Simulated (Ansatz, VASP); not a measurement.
## One calculation of Rb, two programs

```
Rb
1.0
    -2.74727    2.74727    2.74727
     2.74727   -2.74727    2.74727
     2.74727    2.74727   -2.74727
Rb
1
Direct
  0.00000 0.00000 0.00000
```

Alike in both runs: task single point; functional PBE; k mesh 10 × 10 × 10; occupations gaussian, width 0.1 eV; no spin polarisation.

|  | VASP | Ansatz |
| --- | --- | --- |
| version | VASP 6.6.1 | Ansatz 0.2.0 |
| potentials or method | VASP PAW PBE potentials, release 64 (Rb_sv), cutoff 520 eV | scalar-relativistic, plane waves, PAW |
| valence electrons in the cell | 9 | 9 |

|  | VASP | Ansatz | Ansatz less VASP |
| --- | --- | --- | --- |
| gap on the k mesh at the Fermi level (eV) | none | none | - |
| pressure (GPa) | 0.3 | 0.3 | 0.00 |

A gap of «none» marks a metal or a gap that the smearing closes.
